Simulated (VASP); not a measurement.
# Co in VASP: relaxation of the atoms with PBE

Aim: the relaxation of the atoms of Co with PBE.

Program: VASP 6.6.1. These are calculated values, not measurements. Logs are shortened: lines on timing, memory, paths and dates and some standing lists are left out, and cuts for length are marked.

### 1 The cell of the first run

The cell holds a sheet with vacuum, 1 atom: a = 2.347 Å, b = 2.347 Å, c = 23.800 Å, α = 90.00°, β = 90.00°, γ = 120.00°.

### 2 Relaxation of the atoms, PBE, collinear spin, ferromagnetic start

File INCAR:

```
PREC = Accurate
ENCUT = 520
EDIFF = 1E-6
ISMEAR = -1
SIGMA = 0.05
LREAL = False
LASPH = True
NELM = 150
ALGO = Normal
ISIF = 2
LWAVE = False
LCHARG = False
ISPIN = 2
MAGMOM = 2
LORBIT = 11
LMAXMIX = 4
LDIPOL = True
IDIPOL = 3
DIPOL = 0.5 0.5 0.294
GGA = PE
IBRION = 2
NSW = 80
EDIFFG = -0.02
LUSENCCL = False
```

File KPOINTS:

```
regular mesh
0
Gamma
  13 13 1
```

File POSCAR:

```
Co
1.0
    2.3471500000      0.0000000000      0.0000000000
   -1.1735800000      2.0326900000      0.0000000000
    0.0000000000      0.0000000000     23.8000000000
Co
1
Direct
    0.0000000000      0.0000000000      0.2941200000
```

Potentials or basis: VASP PAW PBE potentials, release 64 (Co).

Run with:

```console
> cat potpaw_PBE.64/Co/POTCAR > POTCAR
> mpirun -np 1 vasp_std > vasp.out
```

OUTCAR:

```text
PREC = Accurate
   ENCUT = 520
   EDIFF = 1E-6
   ISMEAR = -1
   LREAL = False
   LASPH = True
   NELM = 150
   ISIF = 2
   ISPIN = 2
   LORBIT = 11
   GGA = PE
   IBRION = 2
   NSW = 80
   EDIFFG = -0.02

 ion  position               nearest neighbor table
   1  0.000  0.000  0.294-

  LATTYP: Found a hexagonal cell.
 ALAT       =     2.3471500000
 C/A-ratio  =    10.1399569691

  Lattice vectors:

 A1 = (   2.3471500000,   0.0000000000,   0.0000000000)
 A2 = (  -1.1735800000,   2.0326900000,   0.0000000000)
 A3 = (   0.0000000000,   0.0000000000,  23.8000000000)

Analysis of symmetry for initial positions (statically):
=====================================================================
 Subroutine PRICEL returns:
 Original cell was already a primitive cell.

 Routine SETGRP: Setting up the symmetry group for a
 hexagonal supercell.

 Subroutine GETGRP returns: Found 24 space group operations
 (whereof 12 operations were pure point group operations)
 out of a pool of 24 trial point group operations.

The static configuration has the point symmetry C_6v.
 The point group associated with its full space group is D_6h.

Analysis of symmetry for dynamics (positions and initial velocities):
=====================================================================
 Subroutine PRICEL returns:
 Original cell was already a primitive cell.

 Routine SETGRP: Setting up the symmetry group for a
 hexagonal supercell.

 Subroutine GETGRP returns: Found 24 space group operations
 (whereof 12 operations were pure point group operations)
 out of a pool of 24 trial point group operations.

The dynamic configuration has the point symmetry C_6v.
 The point group associated with its full space group is D_6h.

Analysis of structural, dynamic, and magnetic symmetry:
=====================================================================
 Subroutine PRICEL returns:
 Original cell was already a primitive cell.

 Routine SETGRP: Setting up the symmetry group for a
 hexagonal supercell.

 Subroutine GETGRP returns: Found 24 space group operations
 (whereof 12 operations were pure point group operations)
 out of a pool of 24 trial point group operations.

The overall configuration has the point symmetry C_6v.
 The point group associated with its full space group is D_6h.

 Subroutine INISYM returns: Found 24 space group operations
 (whereof 12 operations are pure point group operations),
 and found     1 'primitive' translations

----------------------------------------------------------------------------------------

                                     Primitive cell

  volume of cell :     113.5505

  direct lattice vectors                    reciprocal lattice vectors
     2.347150000  0.000000000  0.000000000     0.426048612  0.245980514 -0.000000000
    -1.173580000  2.032690000  0.000000000     0.000000000  0.491958931  0.000000000
     0.000000000  0.000000000 23.800000000     0.000000000 -0.000000000  0.042016807

  length of vectors
     2.347150000  2.347151178 23.800000000     0.491959178  0.491958931  0.042016807

  position of ions in fractional coordinates (direct lattice)
     0.000000000  0.000000000  0.294120000

  ion indices of the primitive-cell ions
   primitive index   ion index
                 1           1

----------------------------------------------------------------------------------------

 KPOINTS: regular mesh

Automatic generation of k-mesh.
 Grid dimensions read from file:
 generate k-points for:   13   13    1

 Generating k-lattice:

  Cartesian coordinates                     Fractional coordinates (reciprocal lattice)
     0.032772970  0.018921578 -0.000000000     0.076923077  0.000000000  0.000000000
     0.000000000  0.037842995  0.000000000     0.000000000  0.076923077  0.000000000
     0.000000000 -0.000000000  0.042016807     0.000000000  0.000000000  1.000000000

  Length of vectors
     0.037843014  0.037842995  0.042016807

  Shift w.r.t. Gamma in fractional coordinates (k-lattice)
     0.000000000  0.000000000  0.000000000

 Subroutine IBZKPT returns following result:
 ===========================================

 Found     21 irreducible k-points:

 Following reciprocal coordinates:
            Coordinates               Weight
  0.000000  0.000000  0.000000      1.000000
  0.076923  0.000000  0.000000      6.000000
  0.153846  0.000000  0.000000      6.000000
  0.230769  0.000000  0.000000      6.000000
  0.307692  0.000000  0.000000      6.000000
  0.384615  0.000000  0.000000      6.000000
[... 13 lines left out ...]
  0.384615  0.230769  0.000000      6.000000
  0.307692  0.307692  0.000000      6.000000
   k-points           NKPTS =     21   k-points in BZ     NKDIM =     21   number of bands    NBANDS=      9
   number of dos      NEDOS =    301   number of ions     NIONS =      1
   total plane-waves  NPLWV =  58320
   dimension x,y,z NGX =    18 NGY =   18 NGZ =  180
   dimension x,y,z NGXF=    36 NGYF=   36 NGZF=  360
   ions per type =               1
   NGX,Y,Z   is equivalent  to a cutoff of  12.75, 12.75, 12.57 a.u.
   NGXF,Y,Z  is equivalent  to a cutoff of  25.50, 25.50, 25.15 a.u.
 SYSTEM =  unknown system
   PREC   = accura    normal or accurate (medium, high low for compatibility)
   ISTART =      0    job   : 0-new  1-cont  2-samecut
   ICHARG =      2    charge: 1-file 2-atom 10-const
   ISPIN  =      2    spin polarized calculation?
   LNONCOLLINEAR =      F non collinear calculations
   LSORBIT =      F    spin-orbit coupling
   LASPH  =      T    aspherical Exc in radial PAW
   ENCUT  =  520.0 eV  38.22 Ry    6.18 a.u.   4.36  4.36 44.25*2*pi/ulx,y,z
   NELM   =    150;   NELMIN=  2; NELMDL= -5     # of ELM steps
   EDIFF  = 0.1E-05   stopping-criterion for ELM
   LREAL  =      F    real-space projection
   EDIFFG = -.2E-01   stopping-criterion for IOM
   NSW    =     80    number of steps for IOM
   IBRION =      2    ionic relax: 0-MD 1-quasi-New 2-CG
   NFREE  =      1    steps in history (QN), initial steepest desc. (CG)
   ISIF   =      2    stress and relaxation
   ISYM   =      2    0-nonsym 1-usesym 2-fastsym
   POTIM  = 0.5000    time-step for ionic-motion
   TEBEG  =    0.0;   TEEND  =   0.0 temperature during run
   PSTRESS=    0.0 pullay stress
   NELECT =       9.0000    total number of electrons
   NUPDOWN=      -1.0000    fix difference up-down
   EMIN   =  10.00;   EMAX   =-10.00  energy-range for DOS
   EFERMI =   0.00;   METHOD = LEGACY
   ISMEAR =    -1;   SIGMA  =   0.05  broadening in eV -4-tet -1-fermi 0-gaus
   EFERMI_NEDOS =   21; number of points for ismear=-14 and -15
   IALGO  =     38    algorithm
   IMIX   =      4    mixing-type and parameters
     AMIX     =   0.40;   BMIX     =  1.00
     AMIX_MAG =   1.60;   BMIX_MAG =  1.00
  volume/ion in A,a.u.               =     113.55       766.28
  Fermi-wavevector in a.u.,A,eV,Ry     =   0.703222  1.328898  6.728376  0.494522
  Thomas-Fermi vector in A             =   1.788135
   LORBIT       =     11    0 simple, 1 ext, 2 COOP (PROOUT), +10 PAW based schemes
   GGA     = PE    functional components
   LHFCALC =     F    Hartree Fock is set to
   AEXX    =    0.0000 exact exchange contribution
   IVDW    =     0    specifies the selected vdW correction
   LEPSILON=     F    determine dielectric tensor
   LRPA    =     F    only Hartree local field effects (RPA)
 conjugate gradient relaxation of ions
 spin polarized calculation
  energy-cutoff  :      520.00
  volume of cell :      113.55
 maximum number of plane-waves:      3131
 NGX is ok and might be reduce to    18
   NGX =  9   NGY =  9   NGZ = 89

 dipolmoment           0.000000      0.000000      0.000025 electrons x Angstroem

 number of electron       9.0000000 magnetization       1.7209201

 dipolmoment           0.000000      0.000000     -0.000004 electrons x Angstroem

 Free energy of the ion-electron system (eV)
  ---------------------------------------------------
  ext. energy  EPLUGINS =         0.00000000
  ---------------------------------------------------
  free energy    TOTEN  =        -5.63956101 eV

  energy without entropy =       -5.62462777  energy(sigma->0) =       -5.63209439

 E-fermi :  -3.6367     XC(G=0):  -2.0608

 val. band max:       -3.6985399829   @ k =   0.3077   0.0769   0.0000
 cond. band min:      -3.6224544557   @ k =   0.2308   0.2308   0.0000
 fundamental gap:      0.0760855273
 Fermi energy:        -3.6366826406

 spin component 1

 k-point     1 :       0.0000    0.0000    0.0000
  band No.  band energies     occupation
      1     -10.0138      1.00000
      2      -6.5080      1.00000
      3      -6.0856      1.00000
      4      -6.0856      1.00000
      5      -4.8171      1.00000
      6      -4.8171      1.00000
      7      -3.3430      0.00280
      8       1.1384      0.00000
      9       1.6080      0.00000

 k-point     2 :       0.0769    0.0000    0.0000
  band No.  band energies     occupation
      1      -9.7710      1.00000
      2      -6.4312      1.00000
      3      -6.1702      1.00000
      4      -5.9692      1.00000
      5      -5.1736      1.00000
      6      -4.8410      1.00000
      7      -2.8528      0.00000
      8       1.3445      0.00000
      9       1.8301      0.00000

 k-point     3 :       0.1538    0.0000    0.0000
  band No.  band energies     occupation
      1      -9.0943      1.00000
      2      -6.3570      1.00000
      3      -6.2100      1.00000
      4      -5.7671      1.00000
      5      -5.6382      1.00000
      6      -4.9068      1.00000
      7      -1.8359      0.00000
      8       1.9632      0.00000
      9       2.4924      0.00000
[... 193 lines left out ...]
 k-point    20 :       0.3846    0.2308    0.0000
  band No.  band energies     occupation
      1      -7.2011      1.00000
      2      -6.8174      1.00000
      3      -5.9550      1.00000
      4      -5.6739      1.00000
      5      -5.2990      1.00000
      6       2.1849      0.00000
      7       4.7686      0.00000
      8       7.3277      0.00000
      9       9.1074      0.00000

 k-point    21 :       0.3077    0.3077    0.0000
  band No.  band energies     occupation
      1      -6.7170      1.00000
      2      -6.6164      1.00000
      3      -6.2150      1.00000
      4      -6.2014      1.00000
      5      -5.2977      1.00000
      6       2.9518      0.00000
      7       5.6570      0.00000
      8       7.0431      0.00000
      9       7.7230      0.00000
 Fermi energy:        -3.6366826406

 spin component 2

 k-point     1 :       0.0000    0.0000    0.0000
  band No.  band energies     occupation
      1      -9.7806      1.00000
      2      -5.0627      1.00000
      3      -4.4913      1.00000
      4      -4.4913      1.00000
      5      -3.4024      0.00915
      6      -2.6859      0.00000
      7      -2.6859      0.00000
      8       1.0495      0.00000
      9       1.4753      0.00000

 k-point     2 :       0.0769    0.0000    0.0000
  band No.  band energies     occupation
      1      -9.5322      1.00000
      2      -4.9729      1.00000
      3      -4.5944      1.00000
      4      -4.3652      1.00000
      5      -3.7743      0.94009
      6      -2.7135      0.00000
      7      -2.2058      0.00000
      8       1.2532      0.00000
      9       1.7033      0.00000

 k-point     3 :       0.1538    0.0000    0.0000
  band No.  band energies     occupation
      1      -8.8223      1.00000
      2      -4.8721      1.00000
      3      -4.6916      1.00000
      4      -4.3041      1.00000
      5      -4.0058      0.99938
      6      -2.7897      0.00000
      7      -1.3141      0.00000
      8       1.8649      0.00000
      9       2.3770      0.00000
[... 193 lines left out ...]
 k-point    20 :       0.3846    0.2308    0.0000
  band No.  band energies     occupation
      1      -5.9700      1.00000
      2      -5.1066      1.00000
      3      -4.4265      1.00000
      4      -4.0588      0.99978
      5      -3.3290      0.00212
      6       2.6671      0.00000
      7       5.3564      0.00000
      8       7.5569      0.00000
      9       9.0984      0.00000

 k-point    21 :       0.3077    0.3077    0.0000
  band No.  band energies     occupation
      1      -5.4665      1.00000
      2      -4.9709      1.00000
      3      -4.8647      1.00000
      4      -4.3725      1.00000
      5      -3.3202      0.00178
      6       3.4736      0.00000
      7       6.0849      0.00000
      8       7.5564      0.00000
      9       7.9408      0.00000

------------------------ aborting loop because EDIFF is reached ----------------------------------------

 vacuum level on the upper side and lower side of the slab       (xc-potential included)        -0.193        -0.187

  FORCE on cell =-STRESS in cart. coord.  units (eV):
  Direction    XX          YY          ZZ          XY          YZ          ZX
  --------------------------------------------------------------------------------------
  -------------------------------------------------------------------------------------
  Total       -0.1217844     -0.1217842      0.0000698      0.0000003      0.0000000     -0.0000000
  in kB       -1.7183569     -1.7183544      0.0009855      0.0000042      0.0000000     -0.0000000
  external PRESSURE =      -1.1452419 kB  Pullay stress =       0.0000000 kB

 VOLUME and BASIS-vectors are now :
 -----------------------------------------------------------------------------
  energy-cutoff  :      520.00
  volume of cell :      113.55
      direct lattice vectors                 reciprocal lattice vectors
     2.347150000  0.000000000  0.000000000     0.426048612  0.245980514 -0.000000000
    -1.173580000  2.032690000  0.000000000     0.000000000  0.491958931  0.000000000
     0.000000000  0.000000000 23.800000000     0.000000000 -0.000000000  0.042016807

 POSITION                                       TOTAL-FORCE (eV/Angst)
 -----------------------------------------------------------------------------------
      0.00000      0.00000      7.00006        -0.000000     -0.000000      0.000000
 -----------------------------------------------------------------------------------
    total drift:                                0.000000      0.000000     -0.000051

  FREE ENERGIE OF THE ION-ELECTRON SYSTEM (eV)
  ---------------------------------------------------
  free  energy   TOTEN  =        -5.6395610133 eV

  energy  without entropy=       -5.6246277696  energy(sigma->0) =       -5.63209439

 reached required accuracy - stopping structural energy minimisation

 vacuum level on the upper side and lower side of the slab         1.361         1.355

 total charge

# of ion       s       p       d       tot
------------------------------------------
    1        0.531   0.378   7.227   8.136

 magnetization (x)

# of ion       s       p       d       tot
------------------------------------------
    1       -0.004  -0.047   1.819   1.768
```

Wall time 95 s (1 × NVIDIA H100 80GB with 1 thread of AMD EPYC 7R13 (Zen 3), shared host); peak memory 1.3 GiB.

What came out:

```
Free energy                                           : -5.6396 eV
Net moment                                            : 1.72 μB per cell
Site moments                                          : Co +1.77 μB
Valence electrons inside the program's atomic spheres : Co 8.14
```

Final structure:
```yaml
crystal:
  lattice:
    - [2.34715, 0.00000, 0.00000]
    - [-1.17358, 2.03269, 0.00000]
    - [0.00000, 0.00000, 23.80000]
  atoms:
    - { symbol: Co, position: [0.00000, 0.00000, 0.29412] }
```

Caveat: the relaxation stopped at its first step, so nothing moved.
